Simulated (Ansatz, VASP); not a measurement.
# Two plane-wave programs on Ge

The input INCAR:

```
PREC     = Accurate       # precision mode
ENCUT    = 520            # plane-wave cutoff, eV
EDIFF    = 1E-6           # SCF threshold, eV
ISMEAR   = 0              # smearing method
SIGMA    = 0.15           # smearing width, eV
LREAL    = F              # projectors in reciprocal space
LASPH    = T              # aspherical terms in the spheres
NELM     = 80             # most SCF steps
ALGO     = Normal         # electronic algorithm
ISIF     = 2              # what is computed and relaxed
LWAVE    = F              # write WAVECAR
LCHARG   = T              # write CHGCAR
GGA      = PE             # functional
LELF     = T              # ELF
LVHAR    = T            
NBANDS   = 13             # bands
```

KPOINTS

```
Automatic mesh
0
Gamma
  20 20 18
```

File POSCAR:

```
Ge
1.0
    1.3272915500     -2.4704902000      0.0000000000
    1.3272915500      2.4704902000      0.0000000000
    0.0000000000      0.0000000000      2.8331425500
Ge
1
Direct
    0.5000000000      0.5000000000      0.0000000000
```

Input for Ansatz:

```yaml
crystal:
  lattice:
    - [1.32729155, -2.4704902, 0.0]
    - [1.32729155, 2.4704902, 0.0]
    - [0.0, 0.0, 2.83314255]
  atoms:
    - { symbol: Ge, position: [0.5, 0.5, 0.0] }
basis:
  ecutwfc: 420
kpoints:
  mp_grid: { grid: [20, 20, 18] }
hamiltonian:
  xc: pbe
scf:
  occupations: { method: gaussian, width: 0.15 }
output:
  forces: true
  stress: true
  eigenvalues: true
  write_density: true
  write_potential: true
  elf: true
  volumetric_format: npy
```

Change from the starting cell: strain -0.050 along x and y, +0.050 along z, atoms carried along.

Alike in both runs: task single point; functional PBE; k mesh 20 × 20 × 18; occupations gaussian, width 0.15 eV; no spin polarisation.

|  | VASP | Ansatz |
| --- | --- | --- |
| version | VASP 6.6.1 | Ansatz 0.2.0 |
| potentials or method | VASP PAW PBE potentials, release 64 (Ge_d), cutoff 520 eV | scalar-relativistic, plane waves, PAW |
| valence electrons in the cell | 14 | 14 |

Ansatz gave:

- gap on the k mesh at the Fermi level (eV): none
- pressure (GPa): 4.7
- traceless stress, the component that is largest in VASP (GPa): -11.48

Estimate VASP's values.

gap on the k mesh at the Fermi level (eV): none; pressure (GPa): 4.6; traceless stress, the component that is largest in VASP (GPa): -11.49.

A gap of «none» marks a metal or a gap that the smearing closes. The functional is the same, so the differences come from potentials, cutoffs and numerics.
